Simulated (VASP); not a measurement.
# Mn (Pm-3m) in VASP: further runs, part 2 of 2

VASP 6.6.1. Earlier steps stand in the parts before.

### Step 5. Single point, LDA (volume scaled by 1.12)

Contents of INCAR:

```
  ALGO = Normal
  EDIFF = 1E-6
  ENCUT = 520
  GGA = CA
  ISIF = 2
  ISMEAR = -1
  LASPH = T
  LCHARG = F
  LREAL = F
  LWAVE = F
  NBANDS = 12
  NELM = 100
  PREC = Accurate
  SIGMA = 0.1
```

Contents of KPOINTS:

```
k-points
0
Gamma
  16 16 16
```

Contents of POSCAR:

```
Mn
1.0
    2.3156285076      0.0000000000      0.0000000000
    0.0000000000      2.3156285076      0.0000000000
    0.0000000000      0.0000000000      2.3156285076
Mn
1
Direct
    0.0000000000      0.0000000000      0.0000000000
```

Potentials or basis: VASP PAW LDA potentials, release 64 (Mn_pv).

Command:

```bash
cat potpaw_LDA.64/Mn_pv/POTCAR > POTCAR
mpirun -np 1 vasp_std > vasp.out
```

OUTCAR:

```text
EDIFF = 1E-6
   ENCUT = 520
   GGA = CA
   ISIF = 2
   ISMEAR = -1
   LASPH = T
   LREAL = F
   NELM = 100
   PREC = Accurate

 ion  position               nearest neighbor table
   1  0.000  0.000  0.000-

  LATTYP: Found a simple cubic cell.
 ALAT       =     2.3156285076

  Lattice vectors:

 A1 = (   2.3156285076,   0.0000000000,   0.0000000000)
 A2 = (   0.0000000000,   2.3156285076,   0.0000000000)
 A3 = (   0.0000000000,   0.0000000000,   2.3156285076)

Analysis of symmetry for initial positions (statically):
=====================================================================
 Subroutine PRICEL returns:
 Original cell was already a primitive cell.

 Routine SETGRP: Setting up the symmetry group for a
 simple cubic supercell.

 Subroutine GETGRP returns: Found 48 space group operations
 (whereof 48 operations were pure point group operations)
 out of a pool of 48 trial point group operations.

The static configuration has the point symmetry O_h .

Analysis of symmetry for dynamics (positions and initial velocities):
=====================================================================
 Subroutine PRICEL returns:
 Original cell was already a primitive cell.

 Routine SETGRP: Setting up the symmetry group for a
 simple cubic supercell.

 Subroutine GETGRP returns: Found 48 space group operations
 (whereof 48 operations were pure point group operations)
 out of a pool of 48 trial point group operations.

The dynamic configuration has the point symmetry O_h .

 Subroutine INISYM returns: Found 48 space group operations
 (whereof 48 operations are pure point group operations),
 and found     1 'primitive' translations

----------------------------------------------------------------------------------------

                                     Primitive cell

[... 112 lines left out ...]
   LORBIT       =      0    0 simple, 1 ext, 2 COOP (PROOUT), +10 PAW based schemes
   GGA     = CA    functional components
   LHFCALC =     F    Hartree Fock is set to
   AEXX    =    0.0000 exact exchange contribution
   IVDW    =     0    specifies the selected vdW correction
   LEPSILON=     F    determine dielectric tensor
   LRPA    =     F    only Hartree local field effects (RPA)
 non-spin polarized calculation
  energy-cutoff  :      520.00
  volume of cell :       12.42
 maximum number of plane-waves:       356
 NGX is ok and might be reduce to    18
   NGX =  9   NGY =  9   NGZ =  9

 number of electron      12.9999985 magnetization

 Free energy of the ion-electron system (eV)
  ---------------------------------------------------
  ext. energy  EPLUGINS =         0.00000000
  ---------------------------------------------------
  free energy    TOTEN  =        -9.15783922 eV

  energy without entropy =       -9.09168647  energy(sigma->0) =       -9.12476284

 E-fermi :   8.6667     XC(G=0): -13.3819

 val. band max:        8.6499752886   @ k =   0.5000   0.5000   0.0625
 cond. band min:       8.6712283420   @ k =   0.4375   0.1875   0.0000
 fundamental gap:      0.0212530533
 Fermi energy:         8.6667438804

 k-point     1 :       0.0000    0.0000    0.0000
  band No.  band energies     occupation
      1     -38.6211      2.00000
      2     -38.6211      2.00000
      3     -38.6211      2.00000
      4       0.9497      2.00000
      5       5.2194      2.00000
      6       5.2194      2.00000
      7      10.2194      0.00000
      8      10.2194      0.00000
      9      10.2194      0.00000
     10      28.4637      0.00000
     11      28.4637      0.00000
     12      28.4637      0.00000
[... 331 lines left out ...]
 k-point    24 :       0.5000    0.1250    0.0000
  band No.  band energies     occupation
      1     -39.3934      2.00000
      2     -38.6640      2.00000
      3     -38.5421      2.00000
      4       5.5594      2.00000
      5       6.2747      2.00000
      6       6.5349      2.00000
      7       8.5577      1.49676
      8       9.9076      0.00001
      9      10.1329      0.00000
     10      15.0049      0.00000
     11      29.4318      0.00000
     12      33.2750      0.00000

 [... further k-points ...]

------------------------ aborting loop because EDIFF is reached ----------------------------------------

  FORCE on cell =-STRESS in cart. coord.  units (eV):
  Direction    XX          YY          ZZ          XY          YZ          ZX
  --------------------------------------------------------------------------------------
  -------------------------------------------------------------------------------------
  Total       -1.7084059     -1.7084059     -1.7084059      0.0000000     -0.0000000      0.0000000
  in kB     -220.4423252   -220.4423252   -220.4423252      0.0000000     -0.0000000      0.0000000
  external PRESSURE =    -220.4423252 kB  Pullay stress =       0.0000000 kB

 VOLUME and BASIS-vectors are now :
 -----------------------------------------------------------------------------
  energy-cutoff  :      520.00
  volume of cell :       12.42
      direct lattice vectors                 reciprocal lattice vectors
     2.315628508  0.000000000  0.000000000     0.431848199  0.000000000  0.000000000
     0.000000000  2.315628508  0.000000000     0.000000000  0.431848199  0.000000000
     0.000000000  0.000000000  2.315628508     0.000000000  0.000000000  0.431848199

 POSITION                                       TOTAL-FORCE (eV/Angst)
 -----------------------------------------------------------------------------------
      0.00000      0.00000      0.00000         0.000000      0.000000      0.000000
 -----------------------------------------------------------------------------------
    total drift:                                0.000000      0.000000     -0.000000

  FREE ENERGIE OF THE ION-ELECTRON SYSTEM (eV)
  ---------------------------------------------------
  free  energy   TOTEN  =        -9.1578392159 eV

  energy  without entropy=       -9.0916864709  energy(sigma->0) =       -9.12476284
```

OSZICAR:

```text
N       E                     dE             d eps       ncg     rms          rms(c)
DAV:   1     0.841301822501E+02    0.84130E+02   -0.79305E+03  3988   0.135E+03
DAV:   2    -0.880215047157E+01   -0.92932E+02   -0.89092E+02  4036   0.316E+02
DAV:   3    -0.103949011365E+02   -0.15928E+01   -0.15861E+01  4348   0.497E+01
DAV:   4    -0.104067060074E+02   -0.11805E-01   -0.11804E-01  4252   0.415E+00
DAV:   5    -0.104068939430E+02   -0.18794E-03   -0.18794E-03  4312   0.525E-01    0.109E+01
DAV:   6    -0.925066259105E+01    0.11562E+01   -0.50762E+00  4164   0.381E+01    0.219E+00
DAV:   7    -0.916725872887E+01    0.83404E-01   -0.29120E-01  4216   0.943E+00    0.858E-01
DAV:   8    -0.915824824622E+01    0.90105E-02   -0.38150E-03  4524   0.767E-01    0.195E-01
DAV:   9    -0.915783054686E+01    0.41770E-03   -0.60170E-04  4224   0.395E-01    0.214E-02
DAV:  10    -0.915783979343E+01   -0.92466E-05   -0.55363E-06  4224   0.312E-02    0.621E-03
DAV:  11    -0.915783921594E+01    0.57749E-06   -0.93392E-07  2724   0.155E-02
   1 F= -.91578392E+01 E0= -.91247628E+01  d E =-.661527E-01
```

stdout:

```text
POSCAR found type information on POSCAR Mn
 POSCAR found :  1 types and       1 ions
 scaLAPACK will be used
 LDA part: xc-table for (Slater(with rela. corr.)+CA(PZ))
 , standard interpolation
 POSCAR, INCAR and KPOINTS ok, starting setup
 FFT: planning ... GRIDC
 FFT: planning ... GRID_SOFT
 FFT: planning ... GRID
 WAVECAR not read
 entering main loop
```

Wall time 10 s (1 thread of AMD EPYC 9R45 (Zen 5), shared host); peak memory 0.1 GiB.

Results:

| Property | Result |
| --- | --- |
| Free energy | -9.1578 eV |
| Pressure | -22.0 GPa |

Levels at points of the mesh, in eV from the Fermi level:
| k point | band 3 | band 4 | band 5 | band 6 | band 7 | band 8 | band 9 | band 10 |
| --- | --- | --- | --- | --- | --- | --- | --- | --- |
| (0.00, 0.00, 0.00) | -47.29 | -7.72 | -3.45 | -3.45 | 1.55 | 1.55 | 1.55 | 19.80 |
| (0.50, 0.00, 0.00) | -47.22 | -3.49 | -2.77 | -0.88 | -0.16 | -0.16 | 1.71 | 6.33 |
| (0.50, 0.50, 0.00) | -47.15 | -4.62 | -2.14 | 0.20 | 0.20 | 2.78 | 5.89 | 5.89 |
| (0.50, 0.50, 0.50) | -47.87 | -3.19 | -3.19 | -3.19 | 2.87 | 2.87 | 12.10 | 13.46 |

Caveat: the cell differs from its parent crystal (volume scaled by 1.12); the run has no spin polarisation, though such a crystal can be magnetic. Spin polarisation is off, so any magnetic state and its effect on volume and gap are missing.

### Step 6. Relaxation of cell and atoms, LDA

This run uses another cell than the first one, of 12.69 Å³/atom, 1.145 times its volume.

Contents of INCAR:

```
  ALGO = Normal
  EDIFF = 1E-6
  EDIFFG = -0.01
  ENCUT = 600
  GGA = CA
  IBRION = 2
  ISIF = 3
  ISMEAR = -1
  LASPH = T
  LCHARG = F
  LREAL = F
  LWAVE = F
  NELM = 80
  NSW = 80
  PREC = Accurate
  SIGMA = 0.1
```

Contents of KPOINTS:

```
k-points
0
Gamma
  13 13 13
```

Contents of POSCAR:

```
Mn
1.0
    2.3324620846      0.0000000000      0.0000000000
    0.0000000000      2.3324620846      0.0000000000
    0.0000000000      0.0000000000      2.3324620846
Mn
1
Direct
    0.0000000000      0.0000000000      0.0000000000
```

Potentials or basis: VASP PAW LDA potentials, release 64 (Mn_pv).

Command:

```bash
cat potpaw_LDA.64/Mn_pv/POTCAR > POTCAR
mpirun -np 1 vasp_std > vasp.out
```

Run time: 23 s. Hardware: 1 thread of AMD EPYC 9R45 (Zen 5), shared host; peak memory 0.1 GiB.

Results (log left out):

```
Free energy                            : -9.2578 eV
Relaxed volume                         : 11.12 Å³/atom
Relaxed cell                           : a = 2.232 Å, b = 2.232 Å, c = 2.232 Å, α = 90.00°, β = 90.00°, γ = 90.00°
Space group after relaxing (to 0.05 Å) : Pm-3m (No. 221)
Energy gained by relaxing              : 139.7 meV/atom
Ionic steps                            : 7
Pressure after relaxing                : -0.1 GPa
```

The path:
```tsv
step	energy change (eV)	largest force (eV/Å)	pressure (GPa)	volume (Å³)
1	0.0000	0.0000	-25.23	12.69
2	0.1602	0.0000	63.96	9.36
3	-0.1394	0.0000	-1.55	11.18
4	-0.1397	0.0000	-0.41	11.12
5	-0.1397	0.0000	0.38	11.09
6	-0.1397	0.0000	-0.24	11.13
7	-0.1397	0.0000	-0.09	11.12
```

Final structure:
```yaml
crystal:
  lattice:
    - [2.23184, 0.00000, 0.00000]
    - [0.00000, 2.23184, 0.00000]
    - [0.00000, 0.00000, 2.23184]
  atoms:
    - { symbol: Mn, position: [0.00000, 0.00000, 0.00000] }
```

Levels at points of the mesh, in eV from the Fermi level:
```tsv
k point	band 4	band 5	band 6	band 7	band 8	band 9
(0.00, 0.00, 0.00)	-8.23	-3.99	-3.99	1.83	1.83	1.83
```

Caveat: the run has no spin polarisation, though such a crystal can be magnetic. Spin polarisation is off, so any magnetic state and its effect on volume and gap are missing.

### Step 7. The runs side by side

```csv
task,cell,k mesh,cutoff (eV),gap on the mesh (eV),pressure (GPa)
single point,"a = 2.230 Å, 1 atom",16 × 16 × 16,520,none,0.8
single point,"a = 2.259 Å, 1 atom",16 × 16 × 16,520,none,-8.5
single point,"a = 2.288 Å, 1 atom",16 × 16 × 16,520,none,-16.0
single point,"a = 2.316 Å, 1 atom",16 × 16 × 16,520,none,-22.0
relaxation of cell and atoms,"relaxed from a = 2.332 Å, 1 atom",13 × 13 × 13,600,none,-0.1
```

Alike in all rows: level LDA; potentials or basis VASP PAW LDA potentials, release 64 (Mn_pv); no spin polarisation; smearing fermi-dirac 0.1 eV.

Caveats: the run has no spin polarisation, though such a crystal can be magnetic.

Total energies depend on the potentials used, so only differences within one code and one set of settings carry meaning.
